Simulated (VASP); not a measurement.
Here is a VASP 6.6.1 calculation.

INCAR

```
SYSTEM = KCl
PREC = Accurate
ENCUT = 520
EDIFF = 1E-6
ISMEAR = 0
SIGMA = 0.05
LREAL = .False.
LASPH = .True.
NELM = 100
ALGO = Normal
ISIF = 2
LWAVE = .False.
LCHARG = .False.
NBANDS = 15
```

Contents of KPOINTS:

```
regular mesh
0
Gamma
  6 6 6
  0 0 0
```

Contents of POSCAR:

```
KCl
1.0
    3.6472362000      0.0000000000      0.0000000000
    0.0000000000      3.6472362000      0.0000000000
    0.0000000000      0.0000000000      3.7432161000
K Cl
1 1
Direct
    0.0000000000      0.0000000000      0.0000000000
    0.5000000000      0.5000000000      0.5000000000
```

Potentials or basis: VASP PAW LDA potentials, release 64 (K_sv, Cl).

Launch:

```bash
$ cat potpaw_LDA.64/K_sv/POTCAR potpaw_LDA.64/Cl/POTCAR > POTCAR
$ mpirun -np 1 vasp_std > vasp.out
```

Question: Predict the band gap on the k mesh.

Answer: 4.89 eV, indirect (least direct gap 5.11 eV).

Question: Estimate the pressure.

Answer: -0.9 GPa.

Stress tensor (GPa, compression positive):
```
-0.43  0.00  0.00
 0.00 -0.43  0.00
 0.00  0.00 -1.69
```

Caveat: the cell differs from its parent crystal (strain -0.050 along x and y, -0.025 along z). A k mesh can miss the band edges.
